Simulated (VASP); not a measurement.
# Cs3YF6 (Fm-3m) in VASP: single point with LDA

Aim: the single point of Cs3YF6 with LDA.

Program: VASP 6.6.1. These are calculated values, not measurements. Logs are shortened: lines on timing, memory, paths and dates and some standing lists are left out, and cuts for length are marked.

## Step 1: The cell of the first run

Symmetry: Fm-3m, No. 225, cubic system. The conventional cell has a = 9.911 Å, b = 9.911 Å, c = 9.911 Å, α = 90.00°, β = 90.00°, γ = 90.00°. Cs (site symmetry -43m) has 12 F at 3.52 Å and 4 Cs at 4.29 Å and 4 Y at 4.29 Å within 4.6 Å. Within 3.7 Å of Cs (site symmetry m-3m) lie 6 F at 2.79 Å. Y (site symmetry m-3m) has 6 F at 2.16 Å within 2.9 Å. Within 2.9 Å of F (site symmetry 4mm) lie 1 Y at 2.16 Å and 1 Cs at 2.79 Å.

## Step 2: Single point, LDA

The input, INCAR:

```
SYSTEM = Cs3YF6
PREC = Accurate
ENCUT = 520
EDIFF = 1E-6
ISMEAR = 0
SIGMA = 0.01
LREAL = .FALSE.
LASPH = .TRUE.
NELM = 60
ALGO = Normal
ISIF = 2
LWAVE = .FALSE.
LCHARG = .FALSE.
NBANDS = 51
```

The input, KPOINTS:

```
regular mesh
0
G
  3 3 3
  0 0 0
```

The input, POSCAR:

```
Cs3YF6
1.0
    0.0000000000      4.9555960000      4.9555960000
    4.9555960000      0.0000000000      4.9555960000
    4.9555960000      4.9555960000      0.0000000000
Cs Y F
3 1 6
Direct
    0.7500000000      0.7500000000      0.7500000000
    0.2500000000      0.2500000000      0.2500000000
    0.5000000000      0.5000000000      0.5000000000
    0.0000000000      0.0000000000      0.0000000000
    0.7817640000      0.2182360000      0.2182360000
    0.2182360000      0.2182360000      0.7817640000
    0.2182360000      0.7817640000      0.7817640000
    0.2182360000      0.7817640000      0.2182360000
    0.7817640000      0.2182360000      0.7817640000
    0.7817640000      0.7817640000      0.2182360000
```

Potentials or basis: VASP PAW LDA potentials, release 64 (Cs_sv, Y_sv, F).

The run is started by

```bash
$ cat potpaw_LDA.64/Cs_sv/POTCAR potpaw_LDA.64/Y_sv/POTCAR potpaw_LDA.64/F/POTCAR > POTCAR
$ mpirun -np 1 vasp_std > vasp.out
```

OUTCAR:

```text
SYSTEM = Cs3YF6
   PREC = Accurate
   ENCUT = 520
   EDIFF = 1E-6
   ISMEAR = 0
   LREAL = .FALSE.
   LASPH = .TRUE.
   NELM = 60
   ISIF = 2

 ion  position               nearest neighbor table
   1  0.750  0.750  0.750-
   2  0.250  0.250  0.250-
   3  0.500  0.500  0.500-
   4  0.000  0.000  0.000-   5 2.16   6 2.16   7 2.16   8 2.16   9 2.16  10 2.16
   5  0.782  0.218  0.218-   4 2.16
   6  0.218  0.218  0.782-   4 2.16
   7  0.218  0.782  0.782-   4 2.16
   8  0.218  0.782  0.218-   4 2.16
   9  0.782  0.218  0.782-   4 2.16
  10  0.782  0.782  0.218-   4 2.16

  LATTYP: Found a face centered cubic cell.
 ALAT       =     9.9111920000

  Lattice vectors:

 A1 = (   0.0000000000,   4.9555960000,   4.9555960000)
 A2 = (   4.9555960000,   0.0000000000,   4.9555960000)
 A3 = (   4.9555960000,   4.9555960000,   0.0000000000)

Analysis of symmetry for initial positions (statically):
=====================================================================
 Subroutine PRICEL returns:
 Original cell was already a primitive cell.

 Routine SETGRP: Setting up the symmetry group for a
 face centered cubic supercell.

 Subroutine GETGRP returns: Found 48 space group operations
 (whereof 48 operations were pure point group operations)
 out of a pool of 48 trial point group operations.

The static configuration has the point symmetry O_h .

Analysis of symmetry for dynamics (positions and initial velocities):
=====================================================================
 Subroutine PRICEL returns:
 Original cell was already a primitive cell.

 Routine SETGRP: Setting up the symmetry group for a
 face centered cubic supercell.

 Subroutine GETGRP returns: Found 48 space group operations
 (whereof 48 operations were pure point group operations)
 out of a pool of 48 trial point group operations.

The dynamic configuration has the point symmetry O_h .

 Subroutine INISYM returns: Found 48 space group operations
 (whereof 48 operations are pure point group operations),
 and found     1 'primitive' translations

----------------------------------------------------------------------------------------

                                     Primitive cell

  volume of cell :     243.3984

  direct lattice vectors                    reciprocal lattice vectors
     0.000000000  4.955596000  4.955596000    -0.100896038  0.100896038  0.100896038
     4.955596000  0.000000000  4.955596000     0.100896038 -0.100896038  0.100896038
     4.955596000  4.955596000  0.000000000     0.100896038  0.100896038 -0.100896038

  length of vectors
     7.008271073  7.008271073  7.008271073     0.174757063  0.174757063  0.174757063

  position of ions in fractional coordinates (direct lattice)
     0.750000000  0.750000000  0.750000000
     0.250000000  0.250000000  0.250000000
     0.500000000  0.500000000  0.500000000
     0.000000000  0.000000000  0.000000000
     0.781764000  0.218236000  0.218236000
     0.218236000  0.218236000  0.781764000
     0.218236000  0.781764000  0.781764000
     0.218236000  0.781764000  0.218236000
     0.781764000  0.218236000  0.781764000
     0.781764000  0.781764000  0.218236000

  ion indices of the primitive-cell ions
   primitive index   ion index
                 1           1
                 2           2
                 3           3
                 4           4
                 5           5
                 6           6
                 7           7
                 8           8
                 9           9
                10          10

----------------------------------------------------------------------------------------

 KPOINTS: regular mesh

Automatic generation of k-mesh.
 Grid dimensions read from file:
 generate k-points for:    3    3    3

 Generating k-lattice:

  Cartesian coordinates                     Fractional coordinates (reciprocal lattice)
    -0.033632013  0.033632013  0.033632013     0.333333333  0.000000000  0.000000000
     0.033632013 -0.033632013  0.033632013     0.000000000  0.333333333  0.000000000
     0.033632013  0.033632013 -0.033632013     0.000000000  0.000000000  0.333333333

  Length of vectors
     0.058252354  0.058252354  0.058252354

  Shift w.r.t. Gamma in fractional coordinates (k-lattice)
     0.000000000  0.000000000  0.000000000

 Subroutine IBZKPT returns following result:
 ===========================================

 Found      4 irreducible k-points:

 Following reciprocal coordinates:
            Coordinates               Weight
  0.000000  0.000000  0.000000      1.000000
  0.333333  0.000000  0.000000      8.000000
  0.333333  0.333333  0.000000      6.000000
 -0.333333  0.333333  0.000000     12.000000
   k-points           NKPTS =      4   k-points in BZ     NKDIM =      4   number of bands    NBANDS=     51
   number of dos      NEDOS =    301   number of ions     NIONS =     10
   total plane-waves  NPLWV = 157464
   dimension x,y,z NGX =    54 NGY =   54 NGZ =   54
   dimension x,y,z NGXF=   108 NGYF=  108 NGZF=  108
   ions per type =               3   1   6
   NGX,Y,Z   is equivalent  to a cutoff of  12.81, 12.81, 12.81 a.u.
   NGXF,Y,Z  is equivalent  to a cutoff of  25.62, 25.62, 25.62 a.u.
 SYSTEM =  Cs3YF6
   PREC   = accura    normal or accurate (medium, high low for compatibility)
   ISTART =      0    job   : 0-new  1-cont  2-samecut
   ICHARG =      2    charge: 1-file 2-atom 10-const
   ISPIN  =      1    spin polarized calculation?
   LNONCOLLINEAR =      F non collinear calculations
   LSORBIT =      F    spin-orbit coupling
   LASPH  =      T    aspherical Exc in radial PAW
   ENCUT  =  520.0 eV  38.22 Ry    6.18 a.u.  13.03 13.03 13.03*2*pi/ulx,y,z
   NELM   =     60;   NELMIN=  2; NELMDL= -5     # of ELM steps
   EDIFF  = 0.1E-05   stopping-criterion for ELM
   LREAL  =      F    real-space projection
   EDIFFG = 0.1E-04   stopping-criterion for IOM
   NSW    =      0    number of steps for IOM
   IBRION =     -1    ionic relax: 0-MD 1-quasi-New 2-CG
   NFREE  =      0    steps in history (QN), initial steepest desc. (CG)
   ISIF   =      2    stress and relaxation
   ISYM   =      2    0-nonsym 1-usesym 2-fastsym
   POTIM  = 0.5000    time-step for ionic-motion
   TEBEG  =    0.0;   TEEND  =   0.0 temperature during run
   PSTRESS=    0.0 pullay stress
   NELECT =      80.0000    total number of electrons
   NUPDOWN=      -1.0000    fix difference up-down
   EMIN   =  10.00;   EMAX   =-10.00  energy-range for DOS
   EFERMI =   0.00;   METHOD = LEGACY
   ISMEAR =     0;   SIGMA  =   0.01  broadening in eV -4-tet -1-fermi 0-gaus
   EFERMI_NEDOS =   21; number of points for ismear=-14 and -15
   IALGO  =     38    algorithm
   IMIX   =      4    mixing-type and parameters
     AMIX     =   0.40;   BMIX     =  1.00
     AMIX_MAG =   1.60;   BMIX_MAG =  1.00
  volume/ion in A,a.u.               =      24.34       164.25
  Fermi-wavevector in a.u.,A,eV,Ry     =   1.129793  2.134999 17.366919  1.276433
  Thomas-Fermi vector in A             =   2.266488
   LORBIT       =      0    0 simple, 1 ext, 2 COOP (PROOUT), +10 PAW based schemes
   GGA     = CA    functional components
   LHFCALC =     F    Hartree Fock is set to
   AEXX    =    0.0000 exact exchange contribution
   IVDW    =     0    specifies the selected vdW correction
   LEPSILON=     F    determine dielectric tensor
   LRPA    =     F    only Hartree local field effects (RPA)
 non-spin polarized calculation
 Gauss-broadening in eV      SIGMA  =   0.01
  energy-cutoff  :      520.00
  volume of cell :      243.40
 maximum number of plane-waves:      6567
 NGX is ok and might be reduce to    54
   NGX = 27   NGY = 27   NGZ = 27

 number of electron      80.0000002 magnetization

 Free energy of the ion-electron system (eV)
  ---------------------------------------------------
  ext. energy  EPLUGINS =         0.00000000
  ---------------------------------------------------
  free energy    TOTEN  =       -56.94626401 eV

  energy without entropy =      -56.94626401  energy(sigma->0) =      -56.94626401

 E-fermi :  -2.4509     XC(G=0):  -8.6372

 val. band max:       -2.5338182679   @ k =  -0.3333   0.3333   0.0000
 cond. band min:       3.0556249073   @ k =   0.0000   0.0000   0.0000
 fundamental gap:      5.5894431753
 Fermi energy:        -2.4509391831

 k-point     1 :       0.0000    0.0000    0.0000
  band No.  band energies     occupation
      1     -40.1390      2.00000
      2     -22.3689      2.00000
      3     -22.3689      2.00000
      4     -22.3689      2.00000
      5     -21.5504      2.00000
      6     -21.3925      2.00000
[... 43 lines left out ...]
     50       6.7410      0.00000
     51       6.7410      0.00000

 k-point     2 :       0.3333    0.0000    0.0000
  band No.  band energies     occupation
      1     -40.1390      2.00000
      2     -22.3961      2.00000
      3     -22.3657      2.00000
      4     -22.3657      2.00000
      5     -21.4637      2.00000
      6     -21.3995      2.00000
[... 43 lines left out ...]
     50       5.9397      0.00000
     51       6.3801      0.00000

 k-point     3 :       0.3333    0.3333    0.0000
  band No.  band energies     occupation
      1     -40.1390      2.00000
      2     -22.3797      2.00000
      3     -22.3697      2.00000
      4     -22.3697      2.00000
      5     -21.4755      2.00000
      6     -21.4162      2.00000
[... 43 lines left out ...]
     50       5.9242      0.00000
     51       7.0941      0.00000

 k-point     4 :      -0.3333    0.3333    0.0000
  band No.  band energies     occupation
      1     -40.1390      2.00000
      2     -22.3866      2.00000
      3     -22.3732      2.00000
      4     -22.3662      2.00000
      5     -21.4415      2.00000
      6     -21.4173      2.00000
[... 43 lines left out ...]
     50       6.3056      0.00000
     51       6.4882      0.00000

------------------------ aborting loop because EDIFF is reached ----------------------------------------

  FORCE on cell =-STRESS in cart. coord.  units (eV):
  Direction    XX          YY          ZZ          XY          YZ          ZX
  --------------------------------------------------------------------------------------
  -------------------------------------------------------------------------------------
  Total       -3.9616873     -3.9616873     -3.9616873      0.0000000      0.0000000      0.0000000
  in kB      -26.0779290    -26.0779290    -26.0779290      0.0000000      0.0000000      0.0000000
  external PRESSURE =     -26.0779290 kB  Pullay stress =       0.0000000 kB

 VOLUME and BASIS-vectors are now :
 -----------------------------------------------------------------------------
  energy-cutoff  :      520.00
  volume of cell :      243.40
      direct lattice vectors                 reciprocal lattice vectors
     0.000000000  4.955596000  4.955596000    -0.100896038  0.100896038  0.100896038
     4.955596000  0.000000000  4.955596000     0.100896038 -0.100896038  0.100896038
     4.955596000  4.955596000  0.000000000     0.100896038  0.100896038 -0.100896038

 POSITION                                       TOTAL-FORCE (eV/Angst)
 -----------------------------------------------------------------------------------
      7.43339      7.43339      7.43339         0.000000     -0.000000      0.000000
      2.47780      2.47780      2.47780         0.000000      0.000000      0.000000
      4.95560      4.95560      4.95560         0.000000      0.000000      0.000000
      0.00000      0.00000      0.00000         0.000000      0.000000      0.000000
      2.16298      4.95560      4.95560        -0.148111      0.000000      0.000000
      4.95560      4.95560      2.16298         0.000000      0.000000     -0.148111
      7.74821      4.95560      4.95560         0.148111      0.000000      0.000000
      4.95560      2.16298      4.95560         0.000000     -0.148111      0.000000
      4.95560      7.74821      4.95560         0.000000      0.148111      0.000000
      4.95560      4.95560      7.74821         0.000000      0.000000      0.148111
 -----------------------------------------------------------------------------------
    total drift:                               -0.000000     -0.000000     -0.000000

  FREE ENERGIE OF THE ION-ELECTRON SYSTEM (eV)
  ---------------------------------------------------
  free  energy   TOTEN  =       -56.9462640119 eV

  energy  without entropy=      -56.9462640119  energy(sigma->0) =      -56.94626401
```

Run time: 76 s. Hardware: 1 thread of Intel Xeon Platinum 8259CL at 2.50GHz (Skylake/Cascade Lake), shared host; peak memory 0.32 GiB.

Results:

```yaml
Free_energy: -56.9463 eV
Pressure: -2.6 GPa
Largest_force: 0.148 eV/Å
Band_gap_on_the_k_mesh: 5.59 eV, indirect (least direct gap 5.64 eV)
```

Forces in eV/Å, atoms in the order of the input:
```
Cs   0.000  0.000  0.000
Cs   0.000  0.000  0.000
Cs   0.000  0.000  0.000
Y    0.000  0.000  0.000
F   -0.148  0.000  0.000
F    0.000  0.000 -0.148
F    0.148  0.000  0.000
F    0.000 -0.148  0.000
F    0.000  0.148  0.000
F    0.000  0.000  0.148
```

Levels at points of the mesh, in eV from the valence-band top:
```tsv
k point	band 38	band 39	band 40	band 41	band 42	band 43
(0.00, 0.00, 0.00)	-0.05	-0.05	-0.05	5.59	7.15	7.15
```

Caveat: spin-orbit coupling is left out, which moves the levels of the heavy elements. A k mesh can miss the band edges.
